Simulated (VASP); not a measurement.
# BF (Cmcm) in VASP: further runs

BF is run at these levels: PBE; tasks: relaxation of cell and atoms, single point.

Program: VASP 6.6.1. These are calculated values, not measurements. Logs are shortened: lines on timing, memory, paths and dates and some standing lists are left out, and cuts for length are marked.

## (1) The cell of the first run

It takes space group Cmcm (No. 63, orthorhombic). Conventional cell: a = 3.641 Å, b = 8.701 Å, c = 2.978 Å, α = 90.00°, β = 90.00°, γ = 90.00°. B (site symmetry m2m) has 2 B at 1.79 Å and 7 F at 2.46 to 2.63 Å within 2.7 Å. F (site symmetry m2m) has 7 B at 2.46 to 2.63 Å and 8 F at 2.86 to 3.03 Å within 3.2 Å.

The cell was generated, and may not be a known phase.

## (2) Relaxation of cell and atoms, PBE

Contents of INCAR:

```
ALGO = Normal
EDIFF = 1E-7
EDIFFG = -0.08
ENCUT = 600
GGA = PE
IBRION = 2
ISIF = 3
ISMEAR = 0
LASPH = T
LCHARG = F
LREAL = F
LWAVE = F
NELM = 80
NSW = 36
PREC = Accurate
SIGMA = 0.2
```

Contents of KPOINTS:

```
k-points
0
Gamma
  6 6 7
```

Contents of POSCAR:

```
BF
1.0
    1.8205976300     -4.3505330800      0.0000000000
    1.8205976300      4.3505330800      0.0000000000
    0.0000000000      0.0000000000      2.9775711200
B F
2 2
Direct
    0.4428572700      0.5571427300      0.2500000000
    0.5571427300      0.4428572700      0.7500000000
    0.1401072600      0.8598927400      0.2500000000
    0.8598927400      0.1401072600      0.7500000000
```

Potentials or basis: VASP PAW PBE potentials, release 64 (B, F).

Command:

```
cat potpaw_PBE.64/B/POTCAR potpaw_PBE.64/F/POTCAR > POTCAR
mpirun -np 1 vasp_std > vasp.out
```

OUTCAR:

```text
EDIFF = 1E-7
   EDIFFG = -0.08
   ENCUT = 600
   GGA = PE
   IBRION = 2
   ISIF = 3
   ISMEAR = 0
   LASPH = T
   LREAL = F
   NELM = 80
   NSW = 36
   PREC = Accurate

 ion  position               nearest neighbor table
   1  0.443  0.557  0.250-   2 1.79   2 1.79
   2  0.557  0.443  0.750-   1 1.79   1 1.79
   3  0.140  0.860  0.250-
   4  0.860  0.140  0.750-

  LATTYP: Found a base centered orthorhombic cell.
 ALAT       =     3.6411952600
 B/A-ratio  =     2.3896181168
 C/A-ratio  =     0.8177455224

  Lattice vectors:

 A1 = (   1.8205976300,  -4.3505330800,   0.0000000000)
 A2 = (   1.8205976300,   4.3505330800,   0.0000000000)
 A3 = (   0.0000000000,   0.0000000000,   2.9775711200)

Analysis of symmetry for initial positions (statically):
=====================================================================
 Subroutine PRICEL returns:
 Original cell was already a primitive cell.

 Routine SETGRP: Setting up the symmetry group for a
 base centered orthorhombic supercell.

 Subroutine GETGRP returns: Found  8 space group operations
 (whereof  4 operations were pure point group operations)
 out of a pool of  8 trial point group operations.

The static configuration has the point symmetry C_2h.
 The point group associated with its full space group is D_2h.

Analysis of symmetry for dynamics (positions and initial velocities):
=====================================================================
 Subroutine PRICEL returns:
 Original cell was already a primitive cell.

 Routine SETGRP: Setting up the symmetry group for a
 base centered orthorhombic supercell.

 Subroutine GETGRP returns: Found  8 space group operations
 (whereof  4 operations were pure point group operations)
 out of a pool of  8 trial point group operations.

The dynamic configuration has the point symmetry C_2h.
 The point group associated with its full space group is D_2h.

 Subroutine INISYM returns: Found  8 space group operations
 (whereof  4 operations are pure point group operations),
 and found     1 'primitive' translations

----------------------------------------------------------------------------------------

                                     Primitive cell

  volume of cell :      47.1681

  direct lattice vectors                    reciprocal lattice vectors
     1.820597630 -4.350533080  0.000000000     0.274635093 -0.114928445  0.000000000
     1.820597630  4.350533080  0.000000000     0.274635093  0.114928445  0.000000000
     0.000000000  0.000000000  2.977571120     0.000000000  0.000000000  0.335844203

  length of vectors
     4.716112150  4.716112150  2.977571120     0.297712919  0.297712919  0.335844203

  position of ions in fractional coordinates (direct lattice)
     0.442857270  0.557142730  0.250000000
     0.557142730  0.442857270  0.750000000
     0.140107260  0.859892740  0.250000000
     0.859892740  0.140107260  0.750000000

  ion indices of the primitive-cell ions
   primitive index   ion index
                 1           1
                 2           2
                 3           3
                 4           4

----------------------------------------------------------------------------------------

 KPOINTS: k-points

Automatic generation of k-mesh.
 Grid dimensions read from file:
 generate k-points for:    6    6    7

 Generating k-lattice:

  Cartesian coordinates                     Fractional coordinates (reciprocal lattice)
     0.045772516 -0.019154741  0.000000000     0.166666667  0.000000000  0.000000000
     0.045772516  0.019154741  0.000000000     0.000000000  0.166666667  0.000000000
     0.000000000  0.000000000  0.047977743     0.000000000  0.000000000  0.142857143

  Length of vectors
     0.049618820  0.049618820  0.047977743

  Shift w.r.t. Gamma in fractional coordinates (k-lattice)
     0.000000000  0.000000000  0.000000000

 Subroutine IBZKPT returns following result:
 ===========================================

 Found     52 irreducible k-points:

 Following reciprocal coordinates:
            Coordinates               Weight
  0.000000  0.000000  0.000000      1.000000
  0.166667 -0.000000  0.000000      4.000000
  0.333333  0.000000  0.000000      4.000000
  0.500000  0.000000  0.000000      2.000000
  0.166667  0.166667  0.000000      2.000000
  0.333333  0.166667  0.000000      4.000000
[... 16 lines left out ...]
  0.333333  0.333333  0.142857      4.000000
  0.500000  0.333333  0.142857      8.000000
 [... further k-points ...]
   k-points           NKPTS =     52   k-points in BZ     NKDIM =     52   number of bands    NBANDS=     14
   number of dos      NEDOS =    301   number of ions     NIONS =      4
   total plane-waves  NPLWV =  38400
   dimension x,y,z NGX =    40 NGY =   40 NGZ =   24
   dimension x,y,z NGXF=    80 NGYF=   80 NGZF=   48
   ions per type =               2   2
   NGX,Y,Z   is equivalent  to a cutoff of  14.10, 14.10, 13.40 a.u.
   NGXF,Y,Z  is equivalent  to a cutoff of  28.20, 28.20, 26.80 a.u.
 SYSTEM =  unknown system
   PREC   = accura    normal or accurate (medium, high low for compatibility)
   ISTART =      0    job   : 0-new  1-cont  2-samecut
   ICHARG =      2    charge: 1-file 2-atom 10-const
   ISPIN  =      1    spin polarized calculation?
   LNONCOLLINEAR =      F non collinear calculations
   LSORBIT =      F    spin-orbit coupling
   LASPH  =      T    aspherical Exc in radial PAW
   ENCUT  =  600.0 eV  44.10 Ry    6.64 a.u.   9.42  9.42  5.95*2*pi/ulx,y,z
   NELM   =     80;   NELMIN=  2; NELMDL= -5     # of ELM steps
   EDIFF  = 0.1E-06   stopping-criterion for ELM
   LREAL  =      F    real-space projection
   EDIFFG = -.8E-01   stopping-criterion for IOM
   NSW    =     36    number of steps for IOM
   IBRION =      2    ionic relax: 0-MD 1-quasi-New 2-CG
   NFREE  =      1    steps in history (QN), initial steepest desc. (CG)
   ISIF   =      3    stress and relaxation
   ISYM   =      2    0-nonsym 1-usesym 2-fastsym
   POTIM  = 0.5000    time-step for ionic-motion
   TEBEG  =    0.0;   TEEND  =   0.0 temperature during run
   PSTRESS=    0.0 pullay stress
   NELECT =      20.0000    total number of electrons
   NUPDOWN=      -1.0000    fix difference up-down
   EMIN   =  10.00;   EMAX   =-10.00  energy-range for DOS
   EFERMI =   0.00;   METHOD = LEGACY
   ISMEAR =     0;   SIGMA  =   0.20  broadening in eV -4-tet -1-fermi 0-gaus
   EFERMI_NEDOS =   21; number of points for ismear=-14 and -15
   IALGO  =     38    algorithm
   IMIX   =      4    mixing-type and parameters
     AMIX     =   0.40;   BMIX     =  1.00
     AMIX_MAG =   1.60;   BMIX_MAG =  1.00
  volume/ion in A,a.u.               =      11.79        79.58
  Fermi-wavevector in a.u.,A,eV,Ry     =   1.229897  2.324168 20.580797  1.512646
  Thomas-Fermi vector in A             =   2.364766
   LORBIT       =      0    0 simple, 1 ext, 2 COOP (PROOUT), +10 PAW based schemes
   GGA     = PE    functional components
   LHFCALC =     F    Hartree Fock is set to
   AEXX    =    0.0000 exact exchange contribution
   IVDW    =     0    specifies the selected vdW correction
   LEPSILON=     F    determine dielectric tensor
   LRPA    =     F    only Hartree local field effects (RPA)
 conjugate gradient relaxation of ions
 non-spin polarized calculation
 Gauss-broadening in eV      SIGMA  =   0.20
  energy-cutoff  :      600.00
  volume of cell :       47.17
 maximum number of plane-waves:      1592
 NGX is ok and might be reduce to    40

--------------------------------------- Ionic step        1  -------------------------------------------

 number of electron      19.9999993 magnetization

 Free energy of the ion-electron system (eV)
  ---------------------------------------------------
  ext. energy  EPLUGINS =         0.00000000
  ---------------------------------------------------
  free energy    TOTEN  =       -15.40844066 eV

  energy without entropy =      -15.38615447  energy(sigma->0) =      -15.39729756

------------------------ aborting loop because EDIFF is reached ----------------------------------------

  FORCE on cell =-STRESS in cart. coord.  units (eV):
  Direction    XX          YY          ZZ          XY          YZ          ZX
  --------------------------------------------------------------------------------------
  -------------------------------------------------------------------------------------
  Total       -4.5599246     -6.9007695     -3.6469896      0.0000000      0.0000000      0.0000000
  in kB     -154.8886735   -234.4010301   -123.8786654      0.0000000      0.0000000      0.0000000
  external PRESSURE =    -171.0561230 kB  Pullay stress =       0.0000000 kB
[... 95 lines left out ...]
  FREE ENERGIE OF THE ION-ELECTRON SYSTEM (eV)
  ---------------------------------------------------
  free  energy   TOTEN  =       -16.6670664727 eV

  energy  without entropy=      -16.6628994035  energy(sigma->0) =      -16.66498294

 E-fermi :   4.3056     XC(G=0): -10.4583

 val. band max:        3.6353644875   @ k =   0.5000   0.3333   0.0000
 cond. band min:       4.9532862656   @ k =   0.5000   0.0000   0.0000
 fundamental gap:      1.3179217781
 Fermi energy:         4.3056256932

 k-point     1 :       0.0000    0.0000    0.0000
  band No.  band energies     occupation
      1     -23.4942      2.00000
      2     -22.9559      2.00000
      3      -7.6320      2.00000
      4      -3.9350      2.00000
      5      -3.8577      2.00000
      6      -3.3098      2.00000
      7      -3.2788      2.00000
      8      -2.6147      2.00000
      9      -1.6454      2.00000
     10       3.4732      2.00000
     11       5.8890      0.00000
     12      10.4218      0.00000
     13      11.1131      0.00000
     14      12.2796      0.00000
[... 377 lines left out ...]
      1     -23.0955      2.00000
      2     -22.9144      2.00000
      3      -7.0014      2.00000
      4      -4.9687      2.00000
      5      -4.4892      2.00000
      6      -4.4065      2.00000
      7      -3.3890      2.00000
      8      -2.9809      2.00000
      9      -0.4181      2.00000
     10       2.8550      2.00000
     11       7.3745      0.00000
     12       9.3504      0.00000
     13      12.5146      0.00000
     14      13.0478      0.00000

 [... further k-points ...]

 E-fermi :   3.7092     XC(G=0): -10.0154

 val. band max:        2.9946160275   @ k =   0.5000   0.5000   0.0000
 cond. band min:       4.3970313117   @ k =   0.5000   0.5000   0.0000
 fundamental gap:      1.4024152842
 Fermi energy:         3.7092068135

 k-point     1 :       0.0000    0.0000    0.0000
  band No.  band energies     occupation
      1     -23.8078      2.00000
      2     -23.4100      2.00000
      3      -7.9267      2.00000
      4      -4.3205      2.00000
      5      -4.2591      2.00000
      6      -4.2561      2.00000
      7      -4.0668      2.00000
      8      -3.1834      2.00000
      9      -1.8570      2.00000
     10       2.9033      2.00000
     11       4.9014      0.00000
     12       9.3195      0.00000
     13       9.9314      0.00000
     14      11.6392      0.00000
[... 377 lines left out ...]
      1     -23.4653      2.00000
      2     -23.3742      2.00000
      3      -7.4396      2.00000
      4      -5.3415      2.00000
      5      -5.1629      2.00000
      6      -5.0453      2.00000
      7      -3.9583      2.00000
      8      -3.4309      2.00000
      9      -0.7953      2.00000
     10       2.2184      2.00000
     11       6.3875      0.00000
     12       8.4936      0.00000
     13      11.5417      0.00000
     14      12.1641      0.00000

 [... further k-points ...]

[... ionic steps 4 to 24 ...]

--------------------------------------- Ionic step       25  -------------------------------------------

 number of electron      20.0000014 magnetization

------------------------ aborting loop because EDIFF is reached ----------------------------------------
[... 71 lines left out ...]
--------------------------------------- Ionic step       27  -------------------------------------------

 number of electron      20.0000012 magnetization

 Free energy of the ion-electron system (eV)
  ---------------------------------------------------
  ext. energy  EPLUGINS =         0.00000000
  ---------------------------------------------------
  free energy    TOTEN  =       -21.94700878 eV

  energy without entropy =      -21.94700877  energy(sigma->0) =      -21.94700877

 E-fermi :   3.4579     XC(G=0):  -9.7529

 val. band max:        2.7043492724   @ k =   0.5000   0.5000   0.0000
 cond. band min:       4.1713898669   @ k =   0.5000   0.5000   0.0000
 fundamental gap:      1.4670405945
 Fermi energy:         3.4578952476

 k-point     1 :       0.0000    0.0000    0.0000
  band No.  band energies     occupation
      1     -24.1648      2.00000
      2     -23.8550      2.00000
      3      -8.2841      2.00000
      4      -4.7675      2.00000
      5      -4.6209      2.00000
      6      -4.5410      2.00000
      7      -4.3233      2.00000
      8      -3.6252      2.00000
      9      -2.1647      2.00000
     10       2.6428      2.00000
     11       4.6263      0.00000
     12       8.7747      0.00000
     13       9.8013      0.00000
     14      11.4065      0.00000
[... 377 lines left out ...]
      1     -23.8634      2.00000
      2     -23.7565      2.00000
      3      -7.7918      2.00000
      4      -5.6371      2.00000
      5      -5.4970      2.00000
      6      -5.3914      2.00000
      7      -4.3617      2.00000
      8      -3.8079      2.00000
      9      -1.2122      2.00000
     10       1.9301      2.00000
     11       6.1770      0.00000
     12       8.2613      0.00000
     13      11.0216      0.00000
     14      11.7573      0.00000

 [... further k-points ...]

------------------------ aborting loop because EDIFF is reached ----------------------------------------

  FORCE on cell =-STRESS in cart. coord.  units (eV):
  Direction    XX          YY          ZZ          XY          YZ          ZX
  --------------------------------------------------------------------------------------
  -------------------------------------------------------------------------------------
  Total        0.0582874     -0.0558534     -0.0042408      0.0000000     -0.0000000      0.0000000
  in kB        2.3890294     -2.2892679     -0.1738198      0.0000000     -0.0000000      0.0000000
  external PRESSURE =      -0.0246861 kB  Pullay stress =       0.0000000 kB
[... 19 lines left out ...]
  FREE ENERGIE OF THE ION-ELECTRON SYSTEM (eV)
  ---------------------------------------------------
  free  energy   TOTEN  =       -21.9470087761 eV

  energy  without entropy=      -21.9470087733  energy(sigma->0) =      -21.94700877

 reached required accuracy - stopping structural energy minimisation
```

Run time: 18 min. Hardware: 1 thread of AMD EPYC 9755, shared host; peak memory 0.18 GiB.

Results:

| Property | Result |
| --- | --- |
| Free energy | -21.9470 eV |
| Relaxed volume | 9.77 Å³/atom |
| Relaxed cell | a = 5.322 Å, b = 5.322 Å, c = 3.087 Å, α = 90.00°, β = 90.00°, γ = 153.44° |
| Space group after relaxing (to 0.1 Å) | Cmcm (No. 63) |
| Energy gained by relaxing | 1634.6 meV/atom |
| Ionic steps | 27 |
| Pressure after relaxing | 0.0 GPa |
| Largest force after relaxing | 0.048 eV/Å |
| Band gap on the k mesh | 1.47 eV |

Forces in eV/Å, atoms in the order of the input:
```
B    0.000 -0.019  0.000
B    0.000  0.019  0.000
F    0.000  0.048  0.000
F    0.000 -0.048  0.000
```

Stress tensor (GPa, compression positive):
```
 0.24  0.00  0.00
 0.00 -0.23  0.00
 0.00  0.00 -0.02
```

The path:
```csv
step,energy change (eV),largest force (eV/Å),pressure (GPa),volume (Å³)
1,0.0000,2.9127,-17.11,47.17
2,-1.2379,1.0347,4.08,39.07
3,-1.2586,0.6867,8.47,38.17
4,-2.3548,1.6497,11.09,36.33
5,-1.9377,0.3933,40.60,28.60
6,-2.9653,2.7489,12.63,33.75
7,-2.9352,2.1070,24.60,30.61
8,-3.1241,2.7036,17.41,32.11
9,-3.5198,1.0493,4.37,33.47
10,-3.5326,1.3959,6.10,33.26
11,-4.0156,1.0327,0.97,34.29
12,-4.4787,0.8873,-9.74,36.52
13,-4.9195,0.9959,-6.06,35.36
14,-5.2812,1.3869,4.04,32.62
15,-5.9834,0.6053,8.54,32.65
16,-6.2674,0.6501,16.18,32.24
17,-6.3776,1.0031,-3.98,36.71
18,-6.4190,0.6511,1.99,35.07
19,-6.4678,0.3133,0.89,35.96
20,-6.4859,0.4032,-0.10,37.00
21,-6.4951,0.5798,-0.24,37.57
22,-6.4990,0.2379,-0.23,37.37
23,-6.5172,0.1772,0.60,37.58
24,-6.5305,0.0807,2.51,37.98
25,-6.5315,0.2178,-1.68,39.49
26,-6.5361,0.1026,0.27,38.77
27,-6.5386,0.0480,0.00,39.09
```

Final structure:
```
B F
1.0
     1.22264   -5.17922    0.00000
     1.22264    5.17922    0.00000
     0.00000    0.00000    3.08653
B F
2 2
Cartesian
  1.2226 -0.4012 0.7716
  1.2226 0.4012 2.3149
  1.2226 3.7724 0.7716
  1.2226 -3.7724 2.3149
```

Caveat: the volume moved by over 15 % at a fixed basis, so the end points are rough; the relaxation stopped at a loose force limit of 0.08 eV/Å, so its end isn't a converged minimum. A k mesh can miss the band edges.

## (3) Single point, PBE

This run uses another cell than the first one: it holds 8 atoms, not 4.

Contents of INCAR:

```
PREC = Accurate ; ENCUT = 520
EDIFF = 1E-6 ; ISMEAR = 0
SIGMA = 0.2 ; LREAL = F
LASPH = T ; NELM = 60
ALGO = Normal ; ISIF = 2
LWAVE = F ; LCHARG = F
GGA = PE ; NBANDS = 30
```

Contents of KPOINTS:

```
regular mesh
0
Gamma
  8 4 8
```

Contents of POSCAR:

```
BF
1.0
    2.8069208343      0.0000000000      0.0000000000
    0.0000000000      0.0000000000     -5.6822498809
   -1.4034604172      6.5888157531      0.0000000000
B F
4 4
Direct
    0.5376115577      0.8750000000      0.0752231155
    0.5376115577      0.3750000000      0.0752231155
    0.4623884423      0.6250000000      0.9247768845
    0.4623884423      0.1250000000      0.9247768845
    0.6375292600      0.8750000000      0.2750585200
    0.6375292600      0.3750000000      0.2750585200
    0.3624707400      0.6250000000      0.7249414800
    0.3624707400      0.1250000000      0.7249414800
```

Potentials or basis: VASP PAW PBE potentials, release 64 (B, F).

Command:

```
cat potpaw_PBE.64/B/POTCAR potpaw_PBE.64/F/POTCAR > POTCAR
mpirun -np 1 vasp_std > vasp.out
```

Run time: 4.6 min. Hardware: 1 thread of AMD EPYC 9755, shared host; peak memory 0.25 GiB.

The run converged. Its results:

```yaml
Free_energy: -44.8744 eV
Pressure: 0.5 GPa
Largest_force: 0.285 eV/Å
Band_gap_on_the_k_mesh: zero (bands 20 and 21 overlap by 1.87 eV)
```

Forces on the atoms (eV/Å):
```
B    0.000 -0.285  0.000
B    0.000 -0.285  0.000
B    0.000  0.285  0.000
B    0.000  0.285  0.000
F    0.000  0.271  0.000
F    0.000  0.271  0.000
F    0.000 -0.271  0.000
F    0.000 -0.271  0.000
```

Stress tensor (GPa, compression positive):
```
-0.50  0.00  0.00
 0.00  1.85  0.00
 0.00  0.00  0.02
```

Levels at points of the mesh, in eV from the Fermi level:
```csv
k point,band 16,band 17,band 18,band 19,band 20,band 21,band 22,band 23,band 24,band 25
"(0.00, 0.00, 0.00)",-5.35,-5.35,-4.47,-4.47,0.86,3.12,4.06,6.08,6.25,6.25
"(0.50, 0.00, 0.00)",-5.57,-5.21,-3.50,-3.50,-2.32,0.84,0.84,1.47,5.70,6.97
"(0.00, 0.50, 0.00)",-5.37,-5.34,-5.34,-1.82,-1.82,3.94,3.94,5.43,5.43,6.87
"(0.50, 0.50, 0.00)",-6.41,-4.76,-4.76,-1.59,-1.59,-0.87,-0.87,4.48,4.48,9.04
"(0.00, 0.00, 0.50)",-5.35,-5.35,-4.54,-4.54,0.87,3.11,3.38,6.25,6.25,7.14
"(0.00, 0.50, 0.50)",-5.40,-5.36,-5.36,-1.83,-1.83,3.93,3.93,4.87,4.87,8.30
```

Caveat: this functional lacks dispersion, which binds layers or chains, so the pressure and a relaxed spacing across them are unreliable.

(Part 1 of 2 ends here.)

The gap in the log of VASP goes by the Fermi energy; the results here count the filled bands.